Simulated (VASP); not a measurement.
# MoW14 (a cell with a defect) in VASP: single point with PBE

Aim: the single point of MoW14 (a cell with a defect) with PBE.

All numbers are computed with VASP 6.6.1; they aren't measurements. Logs are shortened: lines on timing, memory, paths and dates and some standing lists are left out, and cuts for length are marked.

### Step 1. The cell of the first run

The cell holds a defect, 15 atoms: a = 6.320 Å, b = 6.320 Å, c = 6.320 Å, α = 90.00°, β = 90.00°, γ = 90.00°.

### Step 2. Single point, PBE

Contents of INCAR:

```
PREC = Accurate
ENCUT = 520
EDIFF = 1E-7
ISMEAR = 0
SIGMA = 0.1
LREAL = Auto
LASPH = T
NELM = 100
ALGO = Normal
ISIF = 2
LWAVE = F
LCHARG = F
GGA = PE
NBANDS = 118
```

Contents of KPOINTS:

```
regular mesh
0
Gamma
  3 3 3
```

Contents of POSCAR:

```
MoW14
1.0
    6.3200000000      0.0000000000      0.0000000000
    0.0000000000      6.3200000000      0.0000000000
    0.0000000000      0.0000000000      6.3200000000
W Mo
14 1
Direct
    0.0042354430      0.0034892405      0.0006939873
    0.5022859177     -0.0058379747     -0.0022113924
   -0.0051142405      0.5015381329     -0.0021664557
    0.0023199367      0.0015832278      0.4977422468
    0.4994082278      0.0033794304      0.4958520570
    0.7582080696      0.2432917722      0.2559185127
    0.0040395570      0.4987004747      0.4959256329
    0.2440697785      0.7573531646      0.2559243671
    0.2441153481      0.2433431962      0.7417841772
    0.5022188291      0.5015270570      0.5051827532
    0.7475797468      0.7467787975      0.2505731013
    0.7475460443      0.2486357595      0.7524770570
    0.2494139241      0.7467726266      0.7524588608
    0.7456525316      0.7448737342      0.7544226266
    0.4211302215      0.4203534810      0.0788979430
```

Potentials or basis: VASP PAW PBE potentials, release 64 (W_sv, Mo_sv).

The run is started by

```bash
$ cat potpaw_PBE.64/W_sv/POTCAR potpaw_PBE.64/Mo_sv/POTCAR > POTCAR
$ mpirun -np 1 vasp_std > vasp.out
```

OUTCAR:

```text
PREC = Accurate
   ENCUT = 520
   EDIFF = 1E-7
   ISMEAR = 0
   LREAL = Auto
   LASPH = T
   NELM = 100
   ISIF = 2
   GGA = PE

 ion  position               nearest neighbor table
   1  0.004  0.003  0.001-   9 2.70   6 2.70   8 2.71  12 2.74  13 2.74  11 2.79  14 2.79   4 3.14
                             3 3.15   2 3.15   2 3.17   3 3.17   4 3.18
   2  0.502  0.994  0.998-  14 2.69  12 2.72  11 2.72  13 2.72   8 2.75   6 2.79   9 2.79  15 2.79
                             1 3.15   5 3.15   5 3.17   1 3.17
   3  0.995  0.502  0.998-  14 2.69  13 2.72  11 2.72  12 2.72   6 2.75   8 2.78   9 2.79  15 2.79
                             1 3.15   7 3.15   7 3.17   1 3.17
   4  0.002  0.002  0.498-   9 2.65   6 2.66   8 2.66  12 2.76  13 2.76  11 2.76  14 2.81   1 3.14
                             5 3.14   7 3.14   7 3.18   5 3.18   1 3.18
   5  0.499  0.003  0.496-   6 2.70   9 2.71   8 2.71  12 2.74  11 2.74  13 2.79  14 2.79   4 3.14
                             2 3.15  10 3.15  10 3.17   2 3.17   4 3.18
   6  0.758  0.243  0.256-  15 2.65   4 2.66   5 2.70   1 2.70   7 2.71   3 2.75   2 2.79  10 2.79
                            11 3.14  12 3.14  12 3.18  11 3.18
   7  0.004  0.499  0.496-   8 2.70   6 2.71   9 2.71  11 2.74  13 2.74  12 2.78  14 2.79   4 3.14
                             3 3.15  10 3.15  10 3.17   3 3.17   4 3.18
   8  0.244  0.757  0.256-  15 2.65   4 2.66   7 2.70   1 2.71   5 2.71   2 2.75   3 2.78  10 2.79
                            11 3.14  13 3.14  13 3.18  11 3.18
   9  0.244  0.243  0.742-  15 2.65   4 2.65   1 2.70   5 2.71   7 2.71  10 2.75   2 2.79   3 2.79
                            12 3.14  13 3.14  13 3.18  12 3.18
  10  0.502  0.502  0.505-  14 2.69  11 2.72  13 2.72  12 2.72   9 2.75   8 2.79   6 2.79  15 2.79
                             5 3.15   7 3.15   7 3.17   5 3.17
  11  0.748  0.747  0.251-  10 2.72   3 2.72   2 2.72   7 2.74   5 2.74   4 2.76   1 2.79  15 3.11
                            14 3.14   8 3.14   6 3.14   6 3.18   8 3.18  14 3.18
  12  0.748  0.249  0.752-   2 2.72  10 2.72   3 2.72   5 2.74   1 2.74   4 2.76   7 2.78  15 3.11
                            14 3.14   6 3.14   9 3.14   9 3.18   6 3.18  14 3.18
  13  0.249  0.747  0.752-   3 2.72  10 2.72   2 2.72   7 2.74   1 2.74   4 2.76   5 2.79  15 3.11
                            14 3.14   8 3.14   9 3.14   9 3.18   8 3.18  14 3.18
  14  0.746  0.745  0.754-   3 2.69  10 2.69   2 2.69   7 2.79   5 2.79   1 2.79   4 2.81  11 3.14
                            12 3.14  13 3.14  13 3.18  12 3.18  11 3.18
  15  0.421  0.420  0.079-   8 2.65   6 2.65   9 2.65   2 2.79   3 2.79  10 2.79  12 3.11  11 3.11
                            13 3.11

  LATTYP: Found a simple cubic cell.
 ALAT       =     6.3200000000

  Lattice vectors:

 A1 = (   6.3200000000,   0.0000000000,   0.0000000000)
 A2 = (   0.0000000000,   6.3200000000,   0.0000000000)
 A3 = (   0.0000000000,   0.0000000000,   6.3200000000)

Analysis of symmetry for initial positions (statically):
=====================================================================
 Subroutine PRICEL returns:
 Original cell was already a primitive cell.

 Routine SETGRP: Setting up the symmetry group for a
 simple cubic supercell.

 Subroutine GETGRP returns: Found  1 space group operations
 (whereof  1 operations were pure point group operations)
 out of a pool of 48 trial point group operations.

The static configuration has the point symmetry C_1 .

Analysis of symmetry for dynamics (positions and initial velocities):
=====================================================================
 Subroutine PRICEL returns:
 Original cell was already a primitive cell.

 Routine SETGRP: Setting up the symmetry group for a
 simple cubic supercell.

 Subroutine GETGRP returns: Found  1 space group operations
 (whereof  1 operations were pure point group operations)
 out of a pool of 48 trial point group operations.

The dynamic configuration has the point symmetry C_1 .

 Subroutine INISYM returns: Found  1 space group operations
 (whereof  1 operations are pure point group operations),
 and found     1 'primitive' translations

----------------------------------------------------------------------------------------

                                     Primitive cell

  volume of cell :     252.4360

  direct lattice vectors                    reciprocal lattice vectors
     6.320000000  0.000000000  0.000000000     0.158227848  0.000000000  0.000000000
     0.000000000  6.320000000  0.000000000     0.000000000  0.158227848  0.000000000
     0.000000000  0.000000000  6.320000000     0.000000000  0.000000000  0.158227848

  length of vectors
     6.320000000  6.320000000  6.320000000     0.158227848  0.158227848  0.158227848

  position of ions in fractional coordinates (direct lattice)
     0.004235443  0.003489241  0.000693987
     0.502285918  0.994162025  0.997788608
     0.994885760  0.501538133  0.997833544
     0.002319937  0.001583228  0.497742247
     0.499408228  0.003379430  0.495852057
     0.758208070  0.243291772  0.255918513
     0.004039557  0.498700475  0.495925633
     0.244069778  0.757353165  0.255924367
     0.244115348  0.243343196  0.741784177
     0.502218829  0.501527057  0.505182753
     0.747579747  0.746778797  0.250573101
     0.747546044  0.248635759  0.752477057
     0.249413924  0.746772627  0.752458861
     0.745652532  0.744873734  0.754422627
     0.421130222  0.420353481  0.078897943

  ion indices of the primitive-cell ions
   primitive index   ion index
                 1           1
                 2           2
                 3           3
                 4           4
                 5           5
                 6           6
                 7           7
                 8           8
                 9           9
                10          10
                11          11
                12          12
                13          13
                14          14
                15          15

----------------------------------------------------------------------------------------

 KPOINTS: regular mesh

Automatic generation of k-mesh.
 Grid dimensions read from file:
 generate k-points for:    3    3    3

 Generating k-lattice:

  Cartesian coordinates                     Fractional coordinates (reciprocal lattice)
     0.052742616  0.000000000  0.000000000     0.333333333  0.000000000  0.000000000
     0.000000000  0.052742616  0.000000000     0.000000000  0.333333333  0.000000000
     0.000000000  0.000000000  0.052742616     0.000000000  0.000000000  0.333333333

  Length of vectors
     0.052742616  0.052742616  0.052742616

  Shift w.r.t. Gamma in fractional coordinates (k-lattice)
     0.000000000  0.000000000  0.000000000

 Subroutine IBZKPT returns following result:
 ===========================================

 Found     14 irreducible k-points:

 Following reciprocal coordinates:
            Coordinates               Weight
  0.000000  0.000000  0.000000      1.000000
  0.333333  0.000000  0.000000      2.000000
  0.000000  0.333333  0.000000      2.000000
  0.000000  0.000000  0.333333      2.000000
  0.333333  0.333333  0.000000      2.000000
  0.000000  0.333333  0.333333      2.000000
  0.333333  0.000000  0.333333      2.000000
 -0.333333  0.333333  0.000000      2.000000
 -0.333333  0.000000  0.333333      2.000000
  0.000000 -0.333333  0.333333      2.000000
  0.333333  0.333333  0.333333      2.000000
 -0.333333  0.333333  0.333333      2.000000
 -0.333333 -0.333333  0.333333      2.000000
  0.333333 -0.333333  0.333333      2.000000
   k-points           NKPTS =     14   k-points in BZ     NKDIM =     14   number of bands    NBANDS=    118
   number of dos      NEDOS =    301   number of ions     NIONS =     15
   total plane-waves  NPLWV = 110592
   dimension x,y,z NGX =    48 NGY =   48 NGZ =   48
   dimension x,y,z NGXF=    96 NGYF=   96 NGZF=   96
   ions per type =              14   1
   NGX,Y,Z   is equivalent  to a cutoff of  12.63, 12.63, 12.63 a.u.
   NGXF,Y,Z  is equivalent  to a cutoff of  25.25, 25.25, 25.25 a.u.
 SYSTEM =  unknown system
   PREC   = accura    normal or accurate (medium, high low for compatibility)
   ISTART =      0    job   : 0-new  1-cont  2-samecut
   ICHARG =      2    charge: 1-file 2-atom 10-const
   ISPIN  =      1    spin polarized calculation?
   LNONCOLLINEAR =      F non collinear calculations
   LSORBIT =      F    spin-orbit coupling
   LASPH  =      T    aspherical Exc in radial PAW
   ENCUT  =  520.0 eV  38.22 Ry    6.18 a.u.  11.75 11.75 11.75*2*pi/ulx,y,z
   NELM   =    100;   NELMIN=  2; NELMDL= -5     # of ELM steps
   EDIFF  = 0.1E-06   stopping-criterion for ELM
   LREAL  =      T    real-space projection
   EDIFFG = 0.1E-05   stopping-criterion for IOM
   NSW    =      0    number of steps for IOM
   IBRION =     -1    ionic relax: 0-MD 1-quasi-New 2-CG
   NFREE  =      0    steps in history (QN), initial steepest desc. (CG)
   ISIF   =      2    stress and relaxation
   ISYM   =      2    0-nonsym 1-usesym 2-fastsym
   POTIM  = 0.5000    time-step for ionic-motion
   TEBEG  =    0.0;   TEEND  =   0.0 temperature during run
   PSTRESS=    0.0 pullay stress
   NELECT =     210.0000    total number of electrons
   NUPDOWN=      -1.0000    fix difference up-down
   EMIN   =  10.00;   EMAX   =-10.00  energy-range for DOS
   EFERMI =   0.00;   METHOD = LEGACY
   ISMEAR =     0;   SIGMA  =   0.10  broadening in eV -4-tet -1-fermi 0-gaus
   EFERMI_NEDOS =   21; number of points for ismear=-14 and -15
   IALGO  =     38    algorithm
   IMIX   =      4    mixing-type and parameters
     AMIX     =   0.40;   BMIX     =  1.00
     AMIX_MAG =   1.60;   BMIX_MAG =  1.00
  volume/ion in A,a.u.               =      16.83       113.57
  Fermi-wavevector in a.u.,A,eV,Ry     =   1.539681  2.909576 32.254225  2.370619
  Thomas-Fermi vector in A             =   2.645875
   LORBIT       =      0    0 simple, 1 ext, 2 COOP (PROOUT), +10 PAW based schemes
   GGA     = PE    functional components
   LHFCALC =     F    Hartree Fock is set to
   AEXX    =    0.0000 exact exchange contribution
   IVDW    =     0    specifies the selected vdW correction
   LEPSILON=     F    determine dielectric tensor
   LRPA    =     F    only Hartree local field effects (RPA)
 non-spin polarized calculation
 Gauss-broadening in eV      SIGMA  =   0.10
  energy-cutoff  :      520.00
  volume of cell :      252.44
 maximum number of plane-waves:      6859
   NGX = 23   NGY = 23   NGZ = 23

 number of electron     210.0000005 magnetization

 Free energy of the ion-electron system (eV)
  ---------------------------------------------------
  ext. energy  EPLUGINS =         0.00000000
  ---------------------------------------------------
  free energy    TOTEN  =      -187.64234343 eV

  energy without entropy =     -187.58955731  energy(sigma->0) =     -187.61595037

 E-fermi :  10.3590     XC(G=0): -13.2062

 val. band max:       10.3575710501   @ k =   0.3333   0.0000   0.0000
 cond. band min:      10.3624936214   @ k =   0.0000   0.0000   0.0000
 fundamental gap:      0.0049225713
 Fermi energy:        10.3589733206

 k-point     1 :       0.0000    0.0000    0.0000
  band No.  band energies     occupation
      1     -63.5617      2.00000
      2     -63.5008      2.00000
      3     -63.5003      2.00000
      4     -63.4862      2.00000
      5     -63.4861      2.00000
      6     -63.4615      2.00000
[... 109 lines left out ...]
    116      12.0469      0.00000
    117      12.5853      0.00000
[... 1558 lines left out ...]
    116      12.4520      0.00000
    117      12.5788      0.00000
 [bands above 117 left out]

------------------------ aborting loop because EDIFF is reached ----------------------------------------

  FORCE on cell =-STRESS in cart. coord.  units (eV):
  Direction    XX          YY          ZZ          XY          YZ          ZX
  --------------------------------------------------------------------------------------
  -------------------------------------------------------------------------------------
  Total        0.5715483      0.5712803      0.5686779     -3.3170804      3.3104312      3.3034264
  in kB        3.6275406      3.6258397      3.6093223    -21.0530654     21.0108638     20.9664057
  external PRESSURE =       3.6209009 kB  Pullay stress =       0.0000000 kB

 VOLUME and BASIS-vectors are now :
 -----------------------------------------------------------------------------
  energy-cutoff  :      520.00
  volume of cell :      252.44
      direct lattice vectors                 reciprocal lattice vectors
     6.320000000  0.000000000  0.000000000     0.158227848  0.000000000  0.000000000
     0.000000000  6.320000000  0.000000000     0.000000000  0.158227848  0.000000000
     0.000000000  0.000000000  6.320000000     0.000000000  0.000000000  0.158227848

 POSITION                                       TOTAL-FORCE (eV/Angst)
 -----------------------------------------------------------------------------------
      0.02677      0.02205      0.00439        -0.043569     -0.046831      0.001158
      3.17445      6.28310      6.30602        -0.073684     -0.023483      0.069771
      6.28768      3.16972      6.30631        -0.018015     -0.074739      0.066823
      0.01466      0.01001      3.14573         0.003238     -0.000273     -0.004674
      3.15626      0.02136      3.13379        -0.008265     -0.040671      0.042888
      4.79187      1.53760      1.61741        -0.047769     -0.065218      0.075756
      0.02553      3.15179      3.13425        -0.034308     -0.012007      0.040632
      1.54252      4.78647      1.61744        -0.067878     -0.038592      0.074236
      1.54281      1.53793      4.68808        -0.073626     -0.070116      0.049526
      3.17402      3.16965      3.19276        -0.069022     -0.073859      0.013699
      4.72470      4.71964      1.58362        -0.028071     -0.021884      0.068544
      4.72449      1.57138      4.75566        -0.023702     -0.060702      0.025509
      1.57630      4.71960      4.75554        -0.063159     -0.019944      0.027222
      4.71252      4.70760      4.76795        -0.088995     -0.084877      0.087217
      2.66154      2.65663      0.49863         0.636826      0.633195     -0.638307
 -----------------------------------------------------------------------------------
    total drift:                               -0.001678     -0.000867     -0.000352

  FREE ENERGIE OF THE ION-ELECTRON SYSTEM (eV)
  ---------------------------------------------------
  free  energy   TOTEN  =      -187.6423434320 eV

  energy  without entropy=     -187.5895573055  energy(sigma->0) =     -187.61595037
```

Run time: 37 min. Hardware: 1 thread of AMD EPYC, shared host; peak memory 0.45 GiB.

What came out:

```yaml
Free_energy: -187.6423 eV
Pressure: 0.4 GPa
Largest_force: 1.102 eV/Å
Band_gap_on_the_k_mesh: zero (bands 105 and 106 overlap by 0.14 eV)
```

Forces in eV/Å, atoms in the order of the input:
```
W   -0.044 -0.047  0.001
W   -0.074 -0.023  0.070
W   -0.018 -0.075  0.067
W    0.003  0.000 -0.005
W   -0.008 -0.041  0.043
W   -0.048 -0.065  0.076
W   -0.034 -0.012  0.041
W   -0.068 -0.039  0.074
W   -0.074 -0.070  0.050
W   -0.069 -0.074  0.014
W   -0.028 -0.022  0.069
W   -0.024 -0.061  0.026
W   -0.063 -0.020  0.027
W   -0.089 -0.085  0.087
Mo   0.637  0.633 -0.638
```

Caveat: spin-orbit coupling is left out, which moves the levels of the heavy elements.
